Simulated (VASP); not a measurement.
# Cd48HS48 (a cell with a defect) in VASP: single point with PBEsol

Aim: the single point of Cd48HS48 (a cell with a defect) with PBEsol.

Program: VASP 6.6.1. These are calculated values, not measurements. Logs are shortened: lines on timing, memory, paths and dates and some standing lists are left out, and cuts for length are marked.

**1. The cell of the first run**

The cell holds a defect, 97 atoms: a = 12.371 Å, b = 14.284 Å, c = 13.421 Å, α = 90.00°, β = 90.00°, γ = 90.00°.

**2. Single point, PBEsol**

Contents of INCAR:

```
SYSTEM = Cd48HS48
PREC = Accurate
ENCUT = 400
EDIFF = 1E-6
ISMEAR = -1
SIGMA = 0.05
LREAL = Auto
LASPH = .True.
NELM = 120
ALGO = Normal
ISIF = 2
LWAVE = .False.
LCHARG = .False.
GGA = PS
NBANDS = 486
NELECT = 864.0
ISYM = -1
GGA_COMPAT = .False.
KPAR = 1
```

Contents of KPOINTS:

```
explicit points
1
Reciprocal
  0.25000000   0.25000000   0.25000000 1
```

Contents of POSCAR:

```
Cd48HS48
1.0
   12.3705040000      0.0000000000      0.0000000000
    0.0000000000     14.2842280000      0.0000000000
    0.0000000000      0.0000000000     13.4212560000
Cd S H
48 48 1
Direct
    0.1661800000      0.0831440000      0.2488960000
    0.1664640000      0.0805570000      0.7481870000
    0.9999710000      0.3329330000      0.2492180000
    0.9992320000      0.3353780000      0.7480120000
    0.5010330000      0.0826020000      0.2492530000
    0.5029530000      0.0812990000      0.7518140000
    0.3333440000      0.3332120000      0.2470740000
    0.2971850000      0.3146110000      0.7629960000
    0.1662080000      0.5844520000      0.2494270000
    0.1657090000      0.5864970000      0.7521650000
    0.0004590000      0.8338270000      0.2484170000
    0.0000680000      0.8328590000      0.7495750000
    0.8350570000      0.0831710000      0.2490120000
    0.8366330000      0.0827030000      0.7489360000
    0.6682840000      0.3331070000      0.2470950000
    0.6780460000      0.3239240000      0.7561170000
    0.5004930000      0.5850300000      0.2473400000
    0.4966480000      0.5976600000      0.7562180000
    0.3335780000      0.8346580000      0.2491670000
    0.3332120000      0.8351990000      0.7494460000
    0.8338150000      0.5839900000      0.2496780000
    0.8335070000      0.5847920000      0.7507300000
    0.6675660000      0.8341320000      0.2490630000
    0.6687850000      0.8354730000      0.7489540000
    0.0001860000      0.1662730000      0.4995090000
    0.0012880000      0.1670850000      0.9986110000
    0.3330870000      0.1648410000      0.4958250000
    0.3344960000      0.1648820000      0.0019120000
    0.1651950000      0.4175090000      0.4957030000
    0.1658130000      0.4183220000      0.0020020000
    0.9993830000      0.6672640000      0.4987930000
    0.0000600000      0.6678670000      0.9998100000
    0.6675170000      0.1661890000      0.4972760000
    0.6686970000      0.1647740000      0.0013250000
    0.4976510000      0.4157770000      0.4836100000
    0.5035820000      0.4185610000      0.9998780000
    0.3331770000      0.6674900000      0.4971720000
    0.3321420000      0.6690370000      0.0014880000
    0.1664770000      0.9159570000      0.4979430000
    0.1672780000      0.9176550000      0.9989230000
    0.8337260000      0.4168980000      0.4977450000
    0.8364310000      0.4175440000      0.0000990000
    0.6669320000      0.6682180000      0.4982980000
    0.6688570000      0.6686970000      0.0001800000
    0.5004760000      0.9165810000      0.4991440000
    0.5010390000      0.9164690000      0.9994790000
    0.8342520000      0.9167800000      0.4983060000
    0.8345520000      0.9172110000      0.9991040000
    0.0007390000      0.1671360000      0.1865060000
    0.0022000000      0.1683640000      0.6876860000
    0.3339590000      0.1661430000      0.1888770000
    0.3359560000      0.1635820000      0.6853100000
    0.1665540000      0.4173320000      0.1889660000
    0.1665780000      0.4202630000      0.6851990000
    0.9999730000      0.6670790000      0.1875730000
    0.9995190000      0.6665320000      0.6870760000
    0.6676470000      0.1660930000      0.1885120000
    0.6681510000      0.1637270000      0.6860080000
    0.5005710000      0.4171640000      0.1877490000
    0.5278350000      0.4309480000      0.6771290000
    0.3328940000      0.6676240000      0.1886870000
    0.3306190000      0.6686640000      0.6859590000
    0.1670230000      0.9170820000      0.1867990000
    0.1662450000      0.9156980000      0.6861530000
    0.8344830000      0.4174260000      0.1876270000
    0.8332270000      0.4179750000      0.6867910000
    0.6677520000      0.6674480000      0.1876980000
    0.6673580000      0.6682600000      0.6871390000
    0.5006610000      0.9165700000      0.1872570000
    0.5006420000      0.9163740000      0.6873000000
    0.8339830000      0.9170330000      0.1869800000
    0.8352250000      0.9171120000      0.6863940000
    0.1658820000      0.0827870000      0.4370930000
    0.1681670000      0.0844130000      0.9362150000
    0.9993490000      0.3327650000      0.4374570000
    0.0019110000      0.3339180000      0.9361110000
    0.5006370000      0.0830960000      0.4374430000
    0.5011810000      0.0837370000      0.9386380000
    0.3305550000      0.3318570000      0.4362320000
    0.3346300000      0.3338980000      0.9412100000
    0.1662470000      0.5840820000      0.4376080000
    0.1671630000      0.5840190000      0.9389200000
    0.0000770000      0.8331410000      0.4365310000
    0.0009700000      0.8339180000      0.9372790000
    0.8342300000      0.0833770000      0.4371030000
    0.8349230000      0.0838180000      0.9367640000
    0.6677640000      0.3326950000      0.4357200000
    0.6686890000      0.3326020000      0.9408600000
    0.5000810000      0.5849610000      0.4359130000
    0.4999360000      0.5853180000      0.9408660000
    0.3338520000      0.8340350000      0.4372060000
    0.3339610000      0.8343370000      0.9371580000
    0.8328190000      0.5835410000      0.4378870000
    0.8338260000      0.5837100000      0.9380050000
    0.6670780000      0.8341460000      0.4371630000
    0.6677700000      0.8342990000      0.9368210000
    0.6183980000      0.4779260000      0.6472420000
```

Potentials or basis: VASP PAW PBE potentials, release 64 (Cd, S, H).

The run is started by

```sh
> cat potpaw_PBE.64/Cd/POTCAR potpaw_PBE.64/S/POTCAR potpaw_PBE.64/H/POTCAR > POTCAR
> mpirun -np 4 vasp_std > vasp.out
```

OUTCAR:

```text
SYSTEM = Cd48HS48
   PREC = Accurate
   ENCUT = 400
   EDIFF = 1E-6
   ISMEAR = -1
   LREAL = Auto
   LASPH = .True.
   NELM = 120
   ISIF = 2
   GGA = PS
   NELECT = 864.0
   ISYM = -1

 ion  position               nearest neighbor table
   1  0.166  0.083  0.249-  63 2.51  49 2.52  51 2.52  73 2.53
   2  0.166  0.081  0.748-  64 2.50  50 2.52  74 2.52  52 2.55   8 3.72
   3  1.000  0.333  0.249-  49 2.51  65 2.52  53 2.52  75 2.53
   4  0.999  0.335  0.748-  66 2.51  50 2.52  76 2.52  54 2.54   8 3.70
   5  0.501  0.083  0.249-  69 2.51  57 2.52  51 2.52  77 2.53
   6  0.503  0.081  0.752-  78 2.51  70 2.51  58 2.52  52 2.54
   7  0.333  0.333  0.247-  51 2.51  53 2.51  59 2.52  79 2.54
   8  0.297  0.315  0.763-  52 2.44  54 2.45  80 2.45   4 3.70   2 3.72
   9  0.166  0.584  0.249-  55 2.51  61 2.52  53 2.52  81 2.53
  10  0.166  0.586  0.752-  82 2.51  56 2.51  62 2.52  54 2.54
  11  0.000  0.834  0.248-  71 2.52  55 2.52  63 2.52  83 2.52
  12  0.000  0.833  0.750-  72 2.52  84 2.52  56 2.52  64 2.52
  13  0.835  0.083  0.249-  71 2.51  49 2.52  57 2.52  85 2.52
  14  0.837  0.083  0.749-  72 2.51  86 2.52  50 2.52  58 2.53
[... 80 lines left out ...]
  95  0.667  0.834  0.437-  43 2.51  45 2.52  47 2.52  23 2.52
  96  0.668  0.834  0.937-  44 2.51  46 2.52  24 2.52  48 2.52
  97  0.618  0.478  0.647-  60 1.37

IMPORTANT INFORMATION: All symmetrisations will be switched off!
NOSYMM: (Re-)initialisation of all symmetry stuff for point group C_1.

----------------------------------------------------------------------------------------

                                     Primitive cell

  volume of cell :    2371.5775

  direct lattice vectors                    reciprocal lattice vectors
    12.370504000  0.000000000  0.000000000     0.080837450  0.000000000  0.000000000
     0.000000000 14.284228000  0.000000000     0.000000000  0.070007284  0.000000000
     0.000000000  0.000000000 13.421256000     0.000000000  0.000000000  0.074508675

  length of vectors
    12.370504000 14.284228000 13.421256000     0.080837450  0.070007284  0.074508675

  position of ions in fractional coordinates (direct lattice)
     0.166180000  0.083144000  0.248896000
     0.166464000  0.080557000  0.748187000
     0.999971000  0.332933000  0.249218000
     0.999232000  0.335378000  0.748012000
     0.501033000  0.082602000  0.249253000
     0.502953000  0.081299000  0.751814000
[... 89 lines left out ...]
     0.667770000  0.834299000  0.936821000
     0.618398000  0.477926000  0.647242000

  ion indices of the primitive-cell ions
   primitive index   ion index
                 1           1
                 2           2
                 3           3
                 4           4
                 5           5
                 6           6
[... 89 lines left out ...]
                96          96
                97          97

----------------------------------------------------------------------------------------

 KPOINTS: explicit points

Read explicit list of k-points.

 Found      1 k-points:

 Following reciprocal coordinates:
            Coordinates               Weight
  0.250000  0.250000  0.250000      1.000000
   k-points           NKPTS =      1   k-points in BZ     NKDIM =      1   number of bands    NBANDS=    488
   number of dos      NEDOS =    301   number of ions     NIONS =     97
   total plane-waves  NPLWV = 725760
   dimension x,y,z NGX =    84 NGY =   96 NGZ =   90
   dimension x,y,z NGXF=   168 NGYF=  192 NGZF=  180
   ions per type =              48  48   1
   NGX,Y,Z   is equivalent  to a cutoff of  11.29, 11.17, 11.15 a.u.
   NGXF,Y,Z  is equivalent  to a cutoff of  22.58, 22.35, 22.30 a.u.
 SYSTEM =  Cd48HS48
   PREC   = accura    normal or accurate (medium, high low for compatibility)
   ISTART =      0    job   : 0-new  1-cont  2-samecut
   ICHARG =      2    charge: 1-file 2-atom 10-const
   ISPIN  =      1    spin polarized calculation?
   LNONCOLLINEAR =      F non collinear calculations
   LSORBIT =      F    spin-orbit coupling
   LASPH  =      T    aspherical Exc in radial PAW
   ENCUT  =  400.0 eV  29.40 Ry    5.42 a.u.  20.17 23.29 21.89*2*pi/ulx,y,z
   NELM   =    120;   NELMIN=  2; NELMDL= -5     # of ELM steps
   EDIFF  = 0.1E-05   stopping-criterion for ELM
   LREAL  =      T    real-space projection
   EDIFFG = 0.1E-04   stopping-criterion for IOM
   NSW    =      0    number of steps for IOM
   IBRION =     -1    ionic relax: 0-MD 1-quasi-New 2-CG
   NFREE  =      0    steps in history (QN), initial steepest desc. (CG)
   ISIF   =      2    stress and relaxation
   ISYM   =     -1    0-nonsym 1-usesym 2-fastsym
   POTIM  = 0.5000    time-step for ionic-motion
   TEBEG  =    0.0;   TEEND  =   0.0 temperature during run
   PSTRESS=    0.0 pullay stress
   NELECT =     864.0000    total number of electrons
   NUPDOWN=      -1.0000    fix difference up-down
   EMIN   =  10.00;   EMAX   =-10.00  energy-range for DOS
   EFERMI =   0.00;   METHOD = LEGACY
   ISMEAR =    -1;   SIGMA  =   0.05  broadening in eV -4-tet -1-fermi 0-gaus
   EFERMI_NEDOS =   21; number of points for ismear=-14 and -15
   IALGO  =     38    algorithm
   IMIX   =      4    mixing-type and parameters
     AMIX     =   0.40;   BMIX     =  1.00
     AMIX_MAG =   1.60;   BMIX_MAG =  1.00
  volume/ion in A,a.u.               =      24.45       164.99
  Fermi-wavevector in a.u.,A,eV,Ry     =   1.169231  2.209526 18.600538  1.367101
  Thomas-Fermi vector in A             =   2.305707
   LORBIT       =      0    0 simple, 1 ext, 2 COOP (PROOUT), +10 PAW based schemes
   GGA     = PS    functional components
   LHFCALC =     F    Hartree Fock is set to
   AEXX    =    0.0000 exact exchange contribution
   IVDW    =     0    specifies the selected vdW correction
   LEPSILON=     F    determine dielectric tensor
   LRPA    =     F    only Hartree local field effects (RPA)
 non-spin polarized calculation
  energy-cutoff  :      400.00
  volume of cell :     2371.58
 maximum number of plane-waves:     43075
 NGX is ok and might be reduce to    80
   NGX = 41   NGY = 47   NGZ = 43

 number of electron     864.0000055 magnetization

 Free energy of the ion-electron system (eV)
  ---------------------------------------------------
  ext. energy  EPLUGINS =         0.00000000
  ---------------------------------------------------
  free energy    TOTEN  =      -331.92637525 eV

  energy without entropy =     -331.92637523  energy(sigma->0) =     -331.92637524

 E-fermi :   2.1454     XC(G=0):  -9.3858

 val. band max:        1.1596220862   @ k =   0.2500   0.2500   0.2500
 cond. band min:       3.1217151876   @ k =   0.2500   0.2500   0.2500
 fundamental gap:      1.9620931013
 Fermi energy:         2.1454352791

 k-point     1 :       0.2500    0.2500    0.2500
  band No.  band energies     occupation
      1     -11.9889      2.00000
      2     -11.1442      2.00000
      3     -11.0465      2.00000
      4     -11.0254      2.00000
      5     -10.9880      2.00000
      6     -10.9326      2.00000
[... 436 lines left out ...]
    443       4.6077      0.00000
    444       4.6581      0.00000
 [bands above 444 left out]

------------------------ aborting loop because EDIFF is reached ----------------------------------------

  FORCE on cell =-STRESS in cart. coord.  units (eV):
  Direction    XX          YY          ZZ          XY          YZ          ZX
  --------------------------------------------------------------------------------------
  -------------------------------------------------------------------------------------
  Total       -3.3744115     -2.7466237     -2.5715058     -0.6347815      0.0749449      0.1478625
  in kB       -2.2796664     -1.8555490     -1.7372438     -0.4288422      0.0506309      0.0998921
  external PRESSURE =      -1.9574864 kB  Pullay stress =       0.0000000 kB

 VOLUME and BASIS-vectors are now :
 -----------------------------------------------------------------------------
  energy-cutoff  :      400.00
  volume of cell :     2371.58
      direct lattice vectors                 reciprocal lattice vectors
    12.370504000  0.000000000  0.000000000     0.080837450  0.000000000  0.000000000
     0.000000000 14.284228000  0.000000000     0.000000000  0.070007284  0.000000000
     0.000000000  0.000000000 13.421256000     0.000000000  0.000000000  0.074508675

 POSITION                                       TOTAL-FORCE (eV/Angst)
 -----------------------------------------------------------------------------------
      2.05573      1.18765      3.34050        -0.000974      0.000712      0.003178
      2.05924      1.15069     10.04161        -0.004039      0.002661      0.003391
     12.37015      4.75569      3.34482        -0.000989      0.000358      0.004252
     12.36100      4.79062     10.03926         0.001806      0.001995      0.001891
      6.19803      1.17991      3.34529         0.001537      0.000356      0.000644
      6.22178      1.16129     10.09029        -0.000898      0.000705     -0.002166
[... 89 lines left out ...]
      8.26065     11.91732     12.57331        -0.001533      0.000663     -0.002260
      7.64989      6.82680      8.68680        -0.028204     -0.037666      0.003493
 -----------------------------------------------------------------------------------
    total drift:                               -0.004933     -0.012388      0.008418

  FREE ENERGIE OF THE ION-ELECTRON SYSTEM (eV)
  ---------------------------------------------------
  free  energy   TOTEN  =      -331.9263752480 eV

  energy  without entropy=     -331.9263752342  energy(sigma->0) =     -331.92637524
```

Wall time 9.5 min (4 MPI ranks of Intel Xeon Platinum 8375C at 2.90GHz (Ice Lake), shared host); peak memory 0.64 GiB.

What came out:

* Free energy: -331.9264 eV
* Largest force: 0.047 eV/Å

Forces on the atoms (eV/Å):
```
Cd  -0.001  0.001  0.003
Cd  -0.004  0.003  0.003
Cd  -0.001  0.000  0.004
Cd   0.002  0.002  0.002
Cd   0.002  0.000  0.001
Cd  -0.001  0.001 -0.002
Cd   0.003  0.002  0.001
Cd   0.012  0.007  0.000
Cd   0.001 -0.003  0.003
Cd   0.001 -0.001  0.001
Cd   0.001 -0.001  0.002
Cd  -0.002 -0.002  0.003
Cd   0.001  0.001  0.000
Cd   0.004  0.002  0.004
Cd  -0.004  0.001 -0.001
Cd  -0.002  0.005 -0.003
Cd   0.000 -0.002 -0.004
Cd  -0.008  0.007  0.008
Cd   0.000 -0.002  0.003
Cd   0.001  0.000  0.003
Cd  -0.001 -0.004  0.002
Cd   0.003 -0.005  0.001
Cd  -0.001  0.001  0.001
Cd   0.004 -0.001  0.000
Cd  -0.002  0.002  0.005
Cd   0.000  0.002  0.000
Cd   0.000  0.001  0.000
Cd  -0.004  0.003 -0.003
Cd  -0.003 -0.001  0.000
Cd  -0.002 -0.004 -0.005
Cd  -0.001 -0.004  0.005
Cd  -0.001 -0.002  0.001
Cd   0.000  0.003  0.000
Cd  -0.001 -0.002  0.000
Cd   0.006  0.004  0.009
Cd  -0.006 -0.003  0.001
Cd  -0.005  0.000  0.006
Cd  -0.002  0.002  0.000
Cd   0.000  0.001  0.001
Cd   0.001  0.001 -0.001
Cd  -0.005  0.002  0.007
Cd   0.005  0.000 -0.003
Cd  -0.002  0.000 -0.002
Cd  -0.001 -0.002 -0.002
Cd   0.001 -0.002  0.002
Cd  -0.001 -0.002  0.002
Cd  -0.002 -0.001  0.000
Cd   0.000  0.002  0.002
S    0.000  0.000 -0.002
S    0.003 -0.001 -0.001
S   -0.001  0.001  0.003
S    0.012 -0.015 -0.011
S    0.001 -0.001  0.003
S   -0.007  0.016 -0.012
S    0.001  0.000 -0.002
S    0.002  0.001 -0.004
S   -0.001  0.002  0.002
S   -0.005 -0.004 -0.007
S    0.000  0.000  0.001
S    0.019  0.022 -0.008
S    0.002 -0.001 -0.001
S   -0.008  0.001 -0.012
S    0.000  0.000  0.001
S    0.003 -0.001 -0.003
S    0.000  0.003  0.001
S    0.003  0.002 -0.006
S   -0.002 -0.002  0.001
S   -0.004  0.000  0.000
S    0.001  0.001 -0.001
S   -0.001 -0.001 -0.003
S    0.000  0.000 -0.002
S   -0.002 -0.002 -0.001
S   -0.001 -0.002 -0.004
S    0.001  0.000 -0.003
S    0.005 -0.003 -0.005
S    0.002  0.000  0.000
S    0.001  0.001 -0.001
S    0.003  0.003  0.000
S   -0.008 -0.006  0.001
S    0.008  0.004  0.017
S   -0.001  0.002 -0.002
S   -0.001  0.000  0.001
S    0.000  0.002 -0.005
S    0.001  0.001 -0.002
S    0.001 -0.001 -0.001
S   -0.001 -0.001 -0.002
S    0.005 -0.002  0.001
S   -0.003  0.001  0.001
S    0.006  0.001  0.005
S    0.003 -0.002  0.007
S    0.001  0.002 -0.004
S    0.001  0.000 -0.001
S    0.001  0.000 -0.003
S    0.000 -0.001 -0.001
S    0.001  0.005 -0.001
S   -0.002  0.001 -0.002
H   -0.028 -0.038  0.003
```

Caveat: the cell carries a net charge on a neutralising background, which shifts energy and pressure; the cell is charged against a uniform background, so pressure and absolute levels hang on convention; the PAW data sets were made with another functional, which shifts forces and pressure a little.
